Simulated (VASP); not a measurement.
# LiCl (Cmcm) in VASP: single point with PBE

Aim: the single point of LiCl with PBE.

Program: VASP 6.6.1. These are calculated values, not measurements. Logs are shortened: lines on timing, memory, paths and dates and some standing lists are left out, and cuts for length are marked.

### Step 1. The cell of the first run

Symmetry: Cmcm, No. 63, orthorhombic system. The conventional cell has a = 3.940 Å, b = 6.897 Å, c = 9.209 Å, α = 90.00°, β = 90.00°, γ = 90.00°. Li (site symmetry m2m) has 3 Cl at 2.29 Å within 3.0 Å. Within 3.0 Å of Cl (site symmetry m2m) lie 3 Li at 2.29 Å.

### Step 2. Single point, PBE

The input, INCAR:

```
SYSTEM = LiCl
ALGO = Normal
EDIFF = 1E-6
ENCUT = 750
GGA = PE
GGA_COMPAT = .FALSE.
ISIF = 2
ISMEAR = 0
LASPH = .TRUE.
LCHARG = .FALSE.
LREAL = .FALSE.
LWAVE = .FALSE.
NBANDS = 18
NELM = 120
PREC = Accurate
SIGMA = 0.02
```

The input, KPOINTS:

```
k-points
0
G
  12 12 6
  0 0 0
```

The input, POSCAR:

```
LiCl
1.0
    1.9701337558     -3.4485099429      0.0000000000
    1.9701337558      3.4485099429      0.0000000000
    0.0000000000      0.0000000000      9.2090686132
Li Cl
2 2
Direct
    0.4020614651      0.5979385349      0.2500000000
    0.5979385349      0.4020614651      0.7500000000
    0.9294659271      0.0705340729      0.7500000000
    0.0705340729      0.9294659271      0.2500000000
```

Potentials or basis: VASP PAW PBE potentials, release 64 (Li_sv, Cl).

Started as:

```sh
$ cat potpaw_PBE.64/Li_sv/POTCAR potpaw_PBE.64/Cl/POTCAR > POTCAR
$ mpirun -np 1 vasp_std > vasp.out
```

OUTCAR:

```text
SYSTEM = LiCl
   EDIFF = 1E-6
   ENCUT = 750
   GGA = PE
   ISIF = 2
   ISMEAR = 0
   LASPH = .TRUE.
   LREAL = .FALSE.
   NELM = 120
   PREC = Accurate

 ion  position               nearest neighbor table
   1  0.402  0.598  0.250-   4 2.29   4 2.29   4 2.29
   2  0.598  0.402  0.750-   3 2.29   3 2.29   3 2.29
   3  0.929  0.071  0.750-   2 2.29   2 2.29   2 2.29
   4  0.071  0.929  0.250-   1 2.29   1 2.29   1 2.29

  LATTYP: Found a base centered orthorhombic cell.
 ALAT       =     3.9402675116
 B/A-ratio  =     1.7503938160
 C/A-ratio  =     2.3371683740

  Lattice vectors:

 A1 = (   1.9701337558,  -3.4485099429,   0.0000000000)
 A2 = (   1.9701337558,   3.4485099429,   0.0000000000)
 A3 = (   0.0000000000,   0.0000000000,   9.2090686132)

Analysis of symmetry for initial positions (statically):
=====================================================================
 Subroutine PRICEL returns:
 Original cell was already a primitive cell.

 Routine SETGRP: Setting up the symmetry group for a
 base centered orthorhombic supercell.

 Subroutine GETGRP returns: Found  8 space group operations
 (whereof  4 operations were pure point group operations)
 out of a pool of  8 trial point group operations.

The static configuration has the point symmetry C_2h.
 The point group associated with its full space group is D_2h.

Analysis of symmetry for dynamics (positions and initial velocities):
=====================================================================
 Subroutine PRICEL returns:
 Original cell was already a primitive cell.

 Routine SETGRP: Setting up the symmetry group for a
 base centered orthorhombic supercell.

 Subroutine GETGRP returns: Found  8 space group operations
 (whereof  4 operations were pure point group operations)
 out of a pool of  8 trial point group operations.

The dynamic configuration has the point symmetry C_2h.
 The point group associated with its full space group is D_2h.

 Subroutine INISYM returns: Found  8 space group operations
 (whereof  4 operations are pure point group operations),
 and found     1 'primitive' translations

----------------------------------------------------------------------------------------

                                     Primitive cell

  volume of cell :     125.1333

  direct lattice vectors                    reciprocal lattice vectors
[... 91 lines left out ...]
   EDIFF  = 0.1E-05   stopping-criterion for ELM
   LREAL  =      F    real-space projection
   EDIFFG = 0.1E-04   stopping-criterion for IOM
   NSW    =      0    number of steps for IOM
   IBRION =     -1    ionic relax: 0-MD 1-quasi-New 2-CG
   NFREE  =      0    steps in history (QN), initial steepest desc. (CG)
   ISIF   =      2    stress and relaxation
   ISYM   =      2    0-nonsym 1-usesym 2-fastsym
   POTIM  = 0.5000    time-step for ionic-motion
   TEBEG  =    0.0;   TEEND  =   0.0 temperature during run
   PSTRESS=    0.0 pullay stress
   NELECT =      20.0000    total number of electrons
   NUPDOWN=      -1.0000    fix difference up-down
   EMIN   =  10.00;   EMAX   =-10.00  energy-range for DOS
   EFERMI =   0.00;   METHOD = LEGACY
   ISMEAR =     0;   SIGMA  =   0.02  broadening in eV -4-tet -1-fermi 0-gaus
   EFERMI_NEDOS =   21; number of points for ismear=-14 and -15
   IALGO  =     38    algorithm
   IMIX   =      4    mixing-type and parameters
     AMIX     =   0.40;   BMIX     =  1.00
     AMIX_MAG =   1.60;   BMIX_MAG =  1.00
  volume/ion in A,a.u.               =      31.28       211.11
  Fermi-wavevector in a.u.,A,eV,Ry     =   0.888438  1.678905 10.739382  0.789322
  Thomas-Fermi vector in A             =   2.009868
   LORBIT       =      0    0 simple, 1 ext, 2 COOP (PROOUT), +10 PAW based schemes
   GGA     = PE    functional components
   LHFCALC =     F    Hartree Fock is set to
   AEXX    =    0.0000 exact exchange contribution
   IVDW    =     0    specifies the selected vdW correction
   LEPSILON=     F    determine dielectric tensor
   LRPA    =     F    only Hartree local field effects (RPA)
 non-spin polarized calculation
 Gauss-broadening in eV      SIGMA  =   0.02
  energy-cutoff  :      750.00
  volume of cell :      125.13
 maximum number of plane-waves:      5864
   NGX = 17   NGY = 17   NGZ = 41

 number of electron      19.9999990 magnetization

 Free energy of the ion-electron system (eV)
  ---------------------------------------------------
  ext. energy  EPLUGINS =         0.00000000
  ---------------------------------------------------
  free energy    TOTEN  =       -14.46289923 eV

  energy without entropy =      -14.46289923  energy(sigma->0) =      -14.46289923

 E-fermi :  -3.1299     XC(G=0):  -5.9232

 val. band max:       -3.2218581994   @ k =   0.3333   0.3333   0.0000
 cond. band min:       2.1238124414   @ k =   0.0000   0.0000   0.0000
 fundamental gap:      5.3456706408
 Fermi energy:        -3.1298674336

 k-point     1 :       0.0000    0.0000    0.0000
  band No.  band energies     occupation
      1     -46.2748      2.00000
      2     -46.2748      2.00000
      3     -15.5872      2.00000
      4     -15.5665      2.00000
      5      -4.0595      2.00000
      6      -3.5954      2.00000
[... 481 lines left out ...]
      5      -4.4857      2.00000
      6      -4.4329      2.00000
[... 10 lines left out ...]
     17       7.5271      0.00000
     18       8.2657      0.00000

 [... further k-points ...]

------------------------ aborting loop because EDIFF is reached ----------------------------------------

  FORCE on cell =-STRESS in cart. coord.  units (eV):
  Direction    XX          YY          ZZ          XY          YZ          ZX
  --------------------------------------------------------------------------------------
  -------------------------------------------------------------------------------------
  Total       -0.0299125     -0.0205932     -0.0163329      0.0000000      0.0000000      0.0000000
  in kB       -0.3829926     -0.2636709     -0.2091224      0.0000000      0.0000000      0.0000000
  external PRESSURE =      -0.2852620 kB  Pullay stress =       0.0000000 kB

 VOLUME and BASIS-vectors are now :
 -----------------------------------------------------------------------------
  energy-cutoff  :      750.00
  volume of cell :      125.13
      direct lattice vectors                 reciprocal lattice vectors
     1.970133756 -3.448509943  0.000000000     0.253789875 -0.144990158  0.000000000
     1.970133756  3.448509943  0.000000000     0.253789875  0.144990158  0.000000000
     0.000000000  0.000000000  9.209068613     0.000000000  0.000000000  0.108588614

 POSITION                                       TOTAL-FORCE (eV/Angst)
 -----------------------------------------------------------------------------------
      1.97013      0.67548      2.30227         0.000000      0.000158      0.000000
      1.97013     -0.67548      6.90680         0.000000     -0.000158     -0.000000
      1.97013     -2.96204      6.90680         0.000000      0.000503     -0.000000
      1.97013      2.96204      2.30227         0.000000     -0.000503      0.000000
 -----------------------------------------------------------------------------------
    total drift:                                0.000000     -0.000000      0.000000

  FREE ENERGIE OF THE ION-ELECTRON SYSTEM (eV)
  ---------------------------------------------------
  free  energy   TOTEN  =       -14.4628992304 eV

  energy  without entropy=      -14.4628992304  energy(sigma->0) =      -14.46289923
```

OSZICAR:

```text
N       E                     dE             d eps       ncg     rms          rms(c)
DAV:   1     0.161765125785E+03    0.16177E+03   -0.99460E+03  6192   0.127E+03
DAV:   2     0.857962193450E+01   -0.15319E+03   -0.14371E+03  7830   0.251E+02
DAV:   3    -0.122104534593E+02   -0.20790E+02   -0.20708E+02  8538   0.830E+01
DAV:   4    -0.149270338428E+02   -0.27166E+01   -0.27068E+01 11292   0.223E+01
DAV:   5    -0.150273586457E+02   -0.10032E+00   -0.10030E+00  8916   0.502E+00    0.356E+00
DAV:   6    -0.144769537188E+02    0.55040E+00   -0.10132E+00  7466   0.445E+00    0.268E+00
DAV:   7    -0.144261543284E+02    0.50799E-01   -0.28338E-01  9066   0.225E+00    0.176E+00
DAV:   8    -0.144559560338E+02   -0.29802E-01   -0.44240E-02  7118   0.131E+00    0.348E-01
DAV:   9    -0.144581024266E+02   -0.21464E-02   -0.42914E-03  9052   0.318E-01    0.158E-01
DAV:  10    -0.144627816060E+02   -0.46792E-02   -0.40320E-03  6586   0.396E-01    0.173E-02
DAV:  11    -0.144628621866E+02   -0.80581E-04   -0.66323E-05  9614   0.659E-02    0.129E-02
DAV:  12    -0.144628978555E+02   -0.35669E-04   -0.33134E-05  6774   0.505E-02    0.645E-03
DAV:  13    -0.144628989495E+02   -0.10940E-05   -0.14931E-06  8176   0.795E-03    0.927E-04
DAV:  14    -0.144628992304E+02   -0.28087E-06   -0.24423E-07  5870   0.369E-03
   1 F= -.14462899E+02 E0= -.14462899E+02  d E =-.209096E-13
```

stdout:

```text
POSCAR found type information on POSCAR LiCl
 POSCAR found :  2 types and       4 ions
 scaLAPACK will be used
 LDA part: xc-table for (Slater+PW92), standard interpolation
 POSCAR, INCAR and KPOINTS ok, starting setup
 FFT: planning ... GRIDC
 FFT: planning ... GRID_SOFT
 FFT: planning ... GRID
 WAVECAR not read
 entering main loop
```

Run time: 7.9 min. Hardware: 1 thread of Intel Xeon Platinum 8488C (Sapphire Rapids), shared host; peak memory 0.67 GiB.

Results:

- Free energy: -14.4629 eV
- Pressure: 0.0 GPa
- Band gap on the k mesh: 5.35 eV (least direct gap 5.61 eV)
